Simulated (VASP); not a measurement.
# WSe2 in VASP: single point with PBE

Aim: the single point of WSe2 with PBE.

Everything below comes from runs of VASP 6.6.1. Logs are shortened: lines on timing, memory, paths and dates and some standing lists are left out, and cuts for length are marked.

### 1 The cell of the first run

The cell holds a slab with vacuum, 6 atoms: a = 3.337 Å, b = 3.307 Å, c = 24.468 Å, α = 90.25°, β = 89.37°, γ = 118.01°.

### 2 Single point, PBE (atoms moved at random and the cell strained at random)

INCAR

```
ALGO = Normal
EDIFF = 1E-6
ENCUT = 520
GGA = PE
ISIF = 2
ISMEAR = 0
LASPH = True
LCHARG = True
LELF = True
LREAL = False
LVHAR = True
LWAVE = False
NBANDS = 35
NELM = 60
PREC = Accurate
SIGMA = 0.02
```

KPOINTS

```
k-points
0
Gamma
  9 9 2
```

POSCAR

```
WSe2
1.0
    3.3367318541      0.0663570654      0.0182813715
   -1.6108990227      2.8879216818     -0.0073017448
    0.1326175412      0.0154038523     24.4673346343
W Se
2 4
Direct
    0.7462854926      0.3973527901      0.1380649341
    0.2985090827      0.5859628241      0.8641076133
    0.3913172743      0.6882060207      0.2133736389
    0.6414821353      0.2827894588      0.9303001164
    0.2674078348      0.7193265417      0.0747222117
    0.6549999204      0.3263658447      0.7794314855
```

Potentials or basis: VASP PAW PBE potentials, release 64 (W_sv, Se).

On the command line:

```sh
$ cat potpaw_PBE.64/W_sv/POTCAR potpaw_PBE.64/Se/POTCAR > POTCAR
$ mpirun -np 1 vasp_std > vasp.out
```

OUTCAR:

```text
EDIFF = 1E-6
   ENCUT = 520
   GGA = PE
   ISIF = 2
   ISMEAR = 0
   LASPH = True
   LREAL = False
   NELM = 60
   PREC = Accurate

 ion  position               nearest neighbor table
   1  0.746  0.397  0.138-   5 2.19   5 2.58   3 2.59   3 2.66   3 2.77   5 2.79
   2  0.299  0.586  0.864-   4 2.46   4 2.51   4 2.60   6 2.71   6 2.83   6 2.99
   3  0.391  0.688  0.213-   1 2.59   1 2.66   1 2.77
   4  0.641  0.283  0.930-   2 2.46   2 2.51   2 2.60
   5  0.267  0.719  0.075-   1 2.19   1 2.58   1 2.79
   6  0.655  0.326  0.779-   2 2.71   2 2.83   2 2.99

  LATTYP: Found a triclinic cell.
 ALAT       =     3.3374416751
 B/A-ratio  =     0.9908285257
 C/A-ratio  =     7.3312738523
 COS(alpha) =     0.0042986045
 COS(beta)  =     0.0109090500
 COS(gamma) =     0.4696872351

  Lattice vectors:

 A1 = (  -3.3367318541,  -0.0663570654,  -0.0182813715)
 A2 = (  -1.6108990227,   2.8879216818,  -0.0073017448)
 A3 = (  -0.1326175412,  -0.0154038523, -24.4673346343)

Analysis of symmetry for initial positions (statically):
=====================================================================
 Subroutine PRICEL returns:
 Original cell was already a primitive cell.

 Routine SETGRP: Setting up the symmetry group for a
 triclinic supercell.

 Subroutine GETGRP returns: Found  1 space group operations
 (whereof  1 operations were pure point group operations)
 out of a pool of  2 trial point group operations.

The static configuration has the point symmetry C_1 .

Analysis of symmetry for dynamics (positions and initial velocities):
=====================================================================
 Subroutine PRICEL returns:
 Original cell was already a primitive cell.

 Routine SETGRP: Setting up the symmetry group for a
 triclinic supercell.

 Subroutine GETGRP returns: Found  1 space group operations
 (whereof  1 operations were pure point group operations)
 out of a pool of  2 trial point group operations.

The dynamic configuration has the point symmetry C_1 .

 Subroutine INISYM returns: Found  1 space group operations
 (whereof  1 operations are pure point group operations),
 and found     1 'primitive' translations

----------------------------------------------------------------------------------------

[... 100 lines left out ...]
   EDIFF  = 0.1E-05   stopping-criterion for ELM
   LREAL  =      F    real-space projection
   EDIFFG = 0.1E-04   stopping-criterion for IOM
   NSW    =      0    number of steps for IOM
   IBRION =     -1    ionic relax: 0-MD 1-quasi-New 2-CG
   NFREE  =      0    steps in history (QN), initial steepest desc. (CG)
   ISIF   =      2    stress and relaxation
   ISYM   =      2    0-nonsym 1-usesym 2-fastsym
   POTIM  = 0.5000    time-step for ionic-motion
   TEBEG  =    0.0;   TEEND  =   0.0 temperature during run
   PSTRESS=    0.0 pullay stress
   NELECT =      52.0000    total number of electrons
   NUPDOWN=      -1.0000    fix difference up-down
   EMIN   =  10.00;   EMAX   =-10.00  energy-range for DOS
   EFERMI =   0.00;   METHOD = LEGACY
   ISMEAR =     0;   SIGMA  =   0.02  broadening in eV -4-tet -1-fermi 0-gaus
   EFERMI_NEDOS =   21; number of points for ismear=-14 and -15
   IALGO  =     38    algorithm
   IMIX   =      4    mixing-type and parameters
     AMIX     =   0.40;   BMIX     =  1.00
     AMIX_MAG =   1.60;   BMIX_MAG =  1.00
  volume/ion in A,a.u.               =      39.73       268.11
  Fermi-wavevector in a.u.,A,eV,Ry     =   0.985490  1.862306 13.213844  0.971190
  Thomas-Fermi vector in A             =   2.116801
   LORBIT       =      0    0 simple, 1 ext, 2 COOP (PROOUT), +10 PAW based schemes
   GGA     = PE    functional components
   LHFCALC =     F    Hartree Fock is set to
   AEXX    =    0.0000 exact exchange contribution
   IVDW    =     0    specifies the selected vdW correction
   LEPSILON=     F    determine dielectric tensor
   LRPA    =     F    only Hartree local field effects (RPA)
 non-spin polarized calculation
 Gauss-broadening in eV      SIGMA  =   0.02
  energy-cutoff  :      520.00
  volume of cell :      238.38
 maximum number of plane-waves:      6483
 NGX is ok and might be reduce to    28
   NGX = 13   NGY = 13   NGZ = 91

 number of electron      51.9999999 magnetization

 Free energy of the ion-electron system (eV)
  ---------------------------------------------------
  ext. energy  EPLUGINS =         0.00000000
  ---------------------------------------------------
  free energy    TOTEN  =       -40.67089378 eV

  energy without entropy =      -40.67089378  energy(sigma->0) =      -40.67089378

 E-fermi :   1.2727     XC(G=0):  -6.1836

 val. band max:        0.9828918384   @ k =   0.0000   0.0000   0.0000
 cond. band min:       1.5135836349   @ k =  -0.1111   0.3333   0.0000
 fundamental gap:      0.5306917965
 Fermi energy:         1.2726655144

 k-point     1 :       0.0000    0.0000    0.0000
  band No.  band energies     occupation
      1     -73.6401      2.00000
      2     -73.5422      2.00000
      3     -37.8658      2.00000
      4     -37.8374      2.00000
      5     -37.7273      2.00000
      6     -37.7238      2.00000
[... 901 lines left out ...]
     34       4.5429      0.00000
     35       5.9320      0.00000

 [... further k-points ...]

------------------------ aborting loop because EDIFF is reached ----------------------------------------

  FORCE on cell =-STRESS in cart. coord.  units (eV):
  Direction    XX          YY          ZZ          XY          YZ          ZX
  --------------------------------------------------------------------------------------
  -------------------------------------------------------------------------------------
  Total       -0.2729360     -1.8600763     -2.5756256      0.9819082     -2.9844812     -8.0065086
  in kB       -1.8344251    -12.5017233    -17.3109874      6.5994842    -20.0589391    -53.8123914
  external PRESSURE =     -10.5490453 kB  Pullay stress =       0.0000000 kB

 VOLUME and BASIS-vectors are now :
 -----------------------------------------------------------------------------
  energy-cutoff  :      520.00
  volume of cell :      238.38
      direct lattice vectors                 reciprocal lattice vectors
     3.336731854  0.066357065  0.018281372     0.296415765  0.165338062 -0.001710721
    -1.610899023  2.887921682 -0.007301745    -0.006809685  0.342470845 -0.000178699
     0.132617541  0.015403852 24.467334634    -0.000223507 -0.000021333  0.040872044

 POSITION                                       TOTAL-FORCE (eV/Angst)
 -----------------------------------------------------------------------------------
      1.86837      1.19917      3.38882        -4.690469     -2.682367      6.055117
      0.16671      1.72533     21.14359        -0.371411      1.511798     -3.753442
      0.22539      2.01674      5.22281        -0.206323      0.400443     -1.666849
      1.80828      0.87357     22.77163         0.199170     -0.860052      0.318166
     -0.25658      2.09625      1.82789         4.896318      2.261790     -4.337959
      1.76318      0.99799     19.08020         0.172714     -0.631612      3.384967
 -----------------------------------------------------------------------------------
    total drift:                                0.000194     -0.000043     -0.000127

  FREE ENERGIE OF THE ION-ELECTRON SYSTEM (eV)
  ---------------------------------------------------
  free  energy   TOTEN  =       -40.6708937843 eV

  energy  without entropy=      -40.6708937843  energy(sigma->0) =      -40.67089378
```

OSZICAR:

```text
N       E                     dE             d eps       ncg     rms          rms(c)
DAV:   1     0.457781015483E+03    0.45778E+03   -0.26917E+04  6796   0.129E+03
DAV:   2    -0.933392880255E+01   -0.46711E+03   -0.45344E+03  7262   0.318E+02
DAV:   3    -0.419000615967E+02   -0.32566E+02   -0.32059E+02  7137   0.800E+01
[... 16 lines left out ...]
DAV:  20    -0.406708587372E+02   -0.44020E-04   -0.15560E-06  4889   0.347E-03    0.121E-03
DAV:  21    -0.406708778893E+02   -0.19152E-04   -0.64262E-07  4868   0.205E-03    0.878E-04
DAV:  22    -0.406708862600E+02   -0.83707E-05   -0.37839E-07  4439   0.145E-03    0.386E-04
DAV:  23    -0.406708930408E+02   -0.67808E-05   -0.46704E-07  4628   0.123E-03    0.182E-04
DAV:  24    -0.406708937843E+02   -0.74350E-06   -0.30269E-08  3760   0.433E-04
   1 F= -.40670894E+02 E0= -.40670894E+02  d E =-.267414E-66
```

stdout:

```text
POSCAR found type information on POSCAR W Se
 POSCAR found :  2 types and       6 ions
 scaLAPACK will be used
 LDA part: xc-table for (Slater+PW92), standard interpolation
 POSCAR, INCAR and KPOINTS ok, starting setup
 FFT: planning ... GRIDC
 FFT: planning ... GRID_SOFT
 FFT: planning ... GRID
 WAVECAR not read
 entering main loop
```

Wall time 10 min (1 thread of AMD EPYC 9R45 (Zen 5), shared host); peak memory 0.72 GiB.

What came out:

* Free energy: -40.6709 eV
* Largest force: 8.115 eV/Å
* Band gap on the k mesh: 0.53 eV (least direct gap 0.94 eV)

Forces in eV/Å, atoms in the order of the input:
```
W   -4.690 -2.682  6.055
W   -0.371  1.512 -3.753
Se  -0.206  0.400 -1.667
Se   0.199 -0.860  0.318
Se   4.896  2.262 -4.338
Se   0.173 -0.632  3.385
```

Levels at points of the mesh, in eV from the valence-band top:
```tsv
k point	band 23	band 24	band 25	band 26	band 27	band 28	band 29	band 30
(0.00, 0.00, 0.00)	-0.94	-0.61	-0.43	0.00	1.00	1.48	1.75	1.92
(0.00, 0.00, 0.50)	-0.94	-0.61	-0.43	0.00	1.00	1.48	1.75	1.92
```

Caveat: the cell differs from its parent crystal (atoms moved at random and the cell strained at random); there is no dipole correction, which matters where the two faces differ; spin-orbit coupling is left out, which moves the levels of the heavy elements.
